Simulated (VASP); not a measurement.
# CdS (F-43m) in VASP: a series of runs

The runs below take CdS through vibrations by perturbation theory, with PBEsol.

Everything below comes from runs of VASP 6.6.1. Logs are shortened: lines on timing, memory, paths and dates and some standing lists are left out, and cuts for length are marked.

## 1. The cell of the first run

Symmetry: F-43m, No. 216, cubic system. The conventional cell has a = 5.510 Å, b = 5.510 Å, c = 5.510 Å, α = 90.00°, β = 90.00°, γ = 90.00°. Within 3.2 Å of Cd (site symmetry -43m) lie 4 S at 2.39 Å. Within 3.2 Å of S (site symmetry -43m) lie 4 Cd at 2.39 Å.

## 2. Vibrations by perturbation theory, PBEsol

Contents of INCAR:

```
SYSTEM = CdS
PREC     = Accurate       ! precision mode
ENCUT    = 520            ! plane-wave cutoff, eV
EDIFF    = 1E-8           ! SCF threshold, eV
ISMEAR   = 0              ! smearing method
SIGMA    = 0.01           ! smearing width, eV
LREAL    = .False.        ! projectors in reciprocal space
LASPH    = .True.         ! aspherical terms in the spheres
NELM     = 80             ! most SCF steps
ALGO     = Normal         ! electronic algorithm
ISIF     = 2              ! what is computed and relaxed
LWAVE    = .False.        ! write WAVECAR
LCHARG   = .False.        ! write CHGCAR
GGA      = PS             ! functional
IBRION   = 8              ! ionic algorithm
NSW      = 1              ! ionic steps
```

Contents of KPOINTS:

```
regular mesh
0
Gamma
  8 8 8
  0 0 0
```

Contents of POSCAR:

```
CdS
1.0
    2.7550636382      2.7550636382      0.0000000000
   -2.7550636382      2.7550636382      0.0000000000
    0.0000000000      2.7550636382      2.7550636382
Cd S
1 1
Direct
    0.0000000000      0.0000000000      0.0000000000
    0.7500000000      0.2500000000      0.5000000000
```

Potentials or basis: VASP PAW PBE potentials, release 64 (Cd, S).

The run is started by

```bash
cat potpaw_PBE.64/Cd/POTCAR potpaw_PBE.64/S/POTCAR > POTCAR
mpirun -np 1 vasp_std > vasp.out
```

OUTCAR:

```text
SYSTEM = CdS
   PREC = Accurate
   ENCUT = 520
   EDIFF = 1E-8
   ISMEAR = 0
   LREAL = .False.
   LASPH = .True.
   NELM = 80
   ISIF = 2
   GGA = PS
   IBRION = 8
   NSW = 1

 ion  position               nearest neighbor table
   1  0.000  0.000  0.000-   2 2.39   2 2.39   2 2.39   2 2.39
   2  0.750  0.250  0.500-   1 2.39   1 2.39   1 2.39   1 2.39

  LATTYP: Found a face centered cubic cell.
 ALAT       =     5.5101272764

  Lattice vectors:

 A1 = (   0.0000000000,   2.7550636382,   2.7550636382)
 A2 = (   2.7550636382,   0.0000000000,   2.7550636382)
 A3 = (   2.7550636382,   2.7550636382,   0.0000000000)

Analysis of symmetry for initial positions (statically):
=====================================================================
 Subroutine PRICEL returns:
 Original cell was already a primitive cell.

 Routine SETGRP: Setting up the symmetry group for a
 face centered cubic supercell.

 Subroutine GETGRP returns: Found 24 space group operations
 (whereof 24 operations were pure point group operations)
 out of a pool of 48 trial point group operations.

The static configuration has the point symmetry T_d .

Analysis of symmetry for dynamics (positions and initial velocities):
=====================================================================
 Subroutine PRICEL returns:
 Original cell was already a primitive cell.

 Routine SETGRP: Setting up the symmetry group for a
 face centered cubic supercell.

 Subroutine GETGRP returns: Found 24 space group operations
 (whereof 24 operations were pure point group operations)
 out of a pool of 48 trial point group operations.

The dynamic configuration has the point symmetry T_d .

 Subroutine INISYM returns: Found 24 space group operations
 (whereof 24 operations are pure point group operations),
 and found     1 'primitive' translations

----------------------------------------------------------------------------------------

                                     Primitive cell

  volume of cell :      41.8239

  direct lattice vectors                    reciprocal lattice vectors
     2.755063638  2.755063638  0.000000000     0.181484011  0.181484011 -0.181484011
    -2.755063638  2.755063638  0.000000000    -0.181484011  0.181484011 -0.181484011
     0.000000000  2.755063638  2.755063638     0.000000000  0.000000000  0.362968022

  length of vectors
     3.896248362  3.896248362  3.896248362     0.314339528  0.314339528  0.362968022

  position of ions in fractional coordinates (direct lattice)
     0.000000000  0.000000000  0.000000000
     0.750000000  0.250000000  0.500000000

  ion indices of the primitive-cell ions
   primitive index   ion index
                 1           1
                 2           2

----------------------------------------------------------------------------------------

 KPOINTS: regular mesh

Automatic generation of k-mesh.
 Grid dimensions read from file:
 generate k-points for:    8    8    8

 Generating k-lattice:

  Cartesian coordinates                     Fractional coordinates (reciprocal lattice)
     0.022685501  0.022685501 -0.022685501     0.125000000  0.000000000  0.000000000
    -0.022685501  0.022685501 -0.022685501     0.000000000  0.125000000  0.000000000
     0.000000000  0.000000000  0.045371003     0.000000000  0.000000000  0.125000000

  Length of vectors
     0.039292441  0.039292441  0.045371003

  Shift w.r.t. Gamma in fractional coordinates (k-lattice)
     0.000000000  0.000000000  0.000000000

 Subroutine IBZKPT returns following result:
 ===========================================

 Found     29 irreducible k-points:

 Following reciprocal coordinates:
            Coordinates               Weight
  0.000000  0.000000  0.000000      1.000000
  0.125000  0.000000  0.000000      8.000000
  0.250000  0.000000  0.000000      8.000000
  0.375000  0.000000  0.000000      8.000000
  0.500000  0.000000  0.000000      4.000000
  0.125000  0.125000  0.000000     12.000000
[... 16 lines left out ...]
  0.375000  0.250000  0.125000     48.000000
[... 25 lines left out ...]
   NFREE  =      0    steps in history (QN), initial steepest desc. (CG)
   ISIF   =      2    stress and relaxation
   ISYM   =      2    0-nonsym 1-usesym 2-fastsym
   POTIM  = 0.5000    time-step for ionic-motion
   TEBEG  =    0.0;   TEEND  =   0.0 temperature during run
   PSTRESS=    0.0 pullay stress
   NELECT =      18.0000    total number of electrons
   NUPDOWN=      -1.0000    fix difference up-down
   EMIN   =  10.00;   EMAX   =-10.00  energy-range for DOS
   EFERMI =   0.00;   METHOD = LEGACY
   ISMEAR =     0;   SIGMA  =   0.01  broadening in eV -4-tet -1-fermi 0-gaus
   EFERMI_NEDOS =   21; number of points for ismear=-14 and -15
   IALGO  =     38    algorithm
   IMIX   =      4    mixing-type and parameters
     AMIX     =   0.40;   BMIX     =  1.00
     AMIX_MAG =   1.60;   BMIX_MAG =  1.00
  volume/ion in A,a.u.               =      20.91       141.12
  Fermi-wavevector in a.u.,A,eV,Ry     =   1.236016  2.335731 20.786098  1.527735
  Thomas-Fermi vector in A             =   2.370642
   LORBIT       =      0    0 simple, 1 ext, 2 COOP (PROOUT), +10 PAW based schemes
   GGA     = PS    functional components
   LHFCALC =     F    Hartree Fock is set to
   AEXX    =    0.0000 exact exchange contribution
   IVDW    =     0    specifies the selected vdW correction
   LEPSILON=     F    determine dielectric tensor
   LRPA    =     F    only Hartree local field effects (RPA)
 non-spin polarized calculation
 Gauss-broadening in eV      SIGMA  =   0.01
  energy-cutoff  :      520.00
  volume of cell :       41.82
 maximum number of plane-waves:      1158
 NGX is ok and might be reduce to    30
   NGX = 15   NGY = 15   NGZ = 15

--------------------------------------- Ionic step        1  -------------------------------------------

 number of electron      18.0000005 magnetization

 Free energy of the ion-electron system (eV)
  ---------------------------------------------------
  ext. energy  EPLUGINS =         0.00000000
  ---------------------------------------------------
  free energy    TOTEN  =        -6.48132082 eV

  energy without entropy =       -6.48132082  energy(sigma->0) =       -6.48132082

 E-fermi :   2.9481     XC(G=0): -10.2049

 val. band max:        2.8727755405   @ k =   0.0000   0.0000   0.0000
 cond. band min:       4.2118038280   @ k =   0.0000   0.0000   0.0000
 fundamental gap:      1.3390282875
 Fermi energy:         2.9480541003

 k-point     1 :       0.0000    0.0000    0.0000
  band No.  band energies     occupation
      1     -10.7485      2.00000
      2      -5.7028      2.00000
      3      -5.7028      2.00000
      4      -5.7028      2.00000
      5      -4.9409      2.00000
      6      -4.9409      2.00000
      7       2.8728      2.00000
      8       2.8728      2.00000
      9       2.8728      2.00000
     10       4.2118      0.00000
     11       9.1867      0.00000
     12       9.1867      0.00000
     13       9.1867      0.00000
[... 354 lines left out ...]
  band No.  band energies     occupation
      1     -10.0314      2.00000
      2      -5.4659      2.00000
      3      -5.3945      2.00000
      4      -5.0007      2.00000
      5      -4.9015      2.00000
      6      -4.2067      2.00000
      7      -2.3874      2.00000
      8       0.2973      2.00000
      9       1.1765      2.00000
     10       7.5600      0.00000
     11       8.3922      0.00000
     12      10.2908      0.00000
     13      11.4338      0.00000

 [... further k-points ...]

------------------------ aborting loop because EDIFF is reached ----------------------------------------

  FORCE on cell =-STRESS in cart. coord.  units (eV):
  Direction    XX          YY          ZZ          XY          YZ          ZX
  --------------------------------------------------------------------------------------
  -------------------------------------------------------------------------------------
  Total        4.1210545      4.1210545      4.1210545      0.0000000     -0.0000000      0.0000000
  in kB      157.8679766    157.8679766    157.8679766      0.0000000     -0.0000000      0.0000000
  external PRESSURE =     157.8679766 kB  Pullay stress =       0.0000000 kB

 VOLUME and BASIS-vectors are now :
 -----------------------------------------------------------------------------
  energy-cutoff  :      520.00
  volume of cell :       41.82
      direct lattice vectors                 reciprocal lattice vectors
     2.755063638  2.755063638  0.000000000     0.181484011  0.181484011 -0.181484011
    -2.755063638  2.755063638  0.000000000    -0.181484011  0.181484011 -0.181484011
     0.000000000  2.755063638  2.755063638     0.000000000  0.000000000  0.362968022

 POSITION                                       TOTAL-FORCE (eV/Angst)
 -----------------------------------------------------------------------------------
      0.00000      0.00000      0.00000         0.000000      0.000000      0.000000
      1.37753      4.13260      1.37753        -0.000000     -0.000000     -0.000000
 -----------------------------------------------------------------------------------
    total drift:                               -0.000000      0.000000     -0.000000

  FREE ENERGIE OF THE ION-ELECTRON SYSTEM (eV)
  ---------------------------------------------------
  free  energy   TOTEN  =        -6.4813208209 eV

  energy  without entropy=       -6.4813208209  energy(sigma->0) =       -6.48132082

[... ionic steps 2 to 3 ...]

--------------------------------------- Ionic step        4  -------------------------------------------

------------------------ aborting loop because EDIFF is reached ----------------------------------------

[... ionic steps 5 to 6 ...]

--------------------------------------- Ionic step        7  -------------------------------------------

 Free energy of the ion-electron system (eV)
  ---------------------------------------------------
  ---------------------------------------------------
  free energy    TOTEN  =        -0.10689422 eV

  energy without entropy =       -0.10689422

------------------------ aborting loop because EDIFF is reached ----------------------------------------

 INTERNAL STRAIN TENSOR  FOR ION    2  DIRECTION 1   (eV/Angst):
 -----------------------------------------------------------------------------
     0.01341  0.00000 -0.00000
     0.00000 -0.01945 14.60010
    -0.00000 14.60010 -0.01945

 INTERNAL STRAIN TENSOR FOR ION    2 for displacements in x,y,z  (eV/Angst):
          X           Y           Z          XY          YZ          ZX
  --------------------------------------------------------------------------------
  x    -0.00000     0.00000     0.00000    -0.00000    14.60010     0.00000
  y     0.00000    -0.00000     0.00000     0.00000    -0.00000    14.60010
  z     0.00000     0.00000    -0.00000    14.60010     0.00000    -0.00000

 SECOND DERIVATIVES (NOT SYMMETRIZED)
 ------------------------------------
               1X          1Y          1Z          2X          2Y          2Z
  1X    -9.044610    0.000000    0.000000    9.044610    0.000000    0.000000
  1Y     0.000000   -9.044610    0.000000    0.000000    9.044610    0.000000
  1Z     0.000000    0.000000   -9.044610    0.000000    0.000000    9.044610
  2X     9.016229    0.000000   -0.000000   -9.016229   -0.000000    0.000000
  2Y    -0.000000    9.016229    0.000000    0.000000   -9.016229   -0.000000
  2Z    -0.000000    0.000000    9.016229    0.000000   -0.000000   -9.016229

 Eigenvectors and eigenvalues of the dynamical matrix
 ----------------------------------------------------

   1 f  =    9.401291 THz    59.070054 2PiTHz  313.593318 cm-1    38.880599 meV
             X         Y         Z           dx          dy          dz
      0.000000  0.000000  0.000000     0.471687   -0.000000    0.000000
      1.377532  4.132595  1.377532    -0.881766   -0.000000    0.000000
[... 21 lines left out ...]
   6 f/i=    0.006144 THz     0.038606 2PiTHz    0.204952 cm-1     0.025411 meV
             X         Y         Z           dx          dy          dz
      0.000000  0.000000  0.000000    -0.085581    0.355265    0.802480
      1.377532  4.132595  1.377532    -0.045780    0.190043    0.429274

--------------------------------------------------------------------------------------------------------

 ELASTIC MODULI CONTR FROM IONIC RELAXATION (kBar)
 Direction    XX          YY          ZZ          XY          YZ          ZX
 --------------------------------------------------------------------------------
 XX          -0.0000      0.0000      0.0000     -0.0000      0.0000     -0.0000
 YY           0.0000     -0.0000     -0.0000     -0.0000     -0.0000      0.0000
 ZZ           0.0000     -0.0000     -0.0000      0.0000     -0.0000     -0.0000
 XY          -0.0000     -0.0000      0.0000   -909.5044      0.0000      0.0000
 YZ           0.0000     -0.0000     -0.0000      0.0000   -909.5044      0.0000
 ZX          -0.0000      0.0000     -0.0000      0.0000      0.0000   -909.5044
 --------------------------------------------------------------------------------
```

Wall time 2.2 min (1 thread of Intel Xeon 6975P-C (Granite Rapids), shared host); peak memory 0.28 GiB.

Results:

```yaml
Highest_phonon_frequency_at_Γ_LO-TO_splitting_left_out: 314 cm⁻¹
```

Phonon frequencies in cm⁻¹ (negative: imaginary):
```
              q point        frequencies
(0.000, 0.000, 0.000)  0 0 0 314 314 314
```

Caveat: the cell stands under pressure or tension, which shifts response properties; the PAW data sets were made with another functional, which shifts forces and pressure a little.

(Continued in part 2 of 2.)
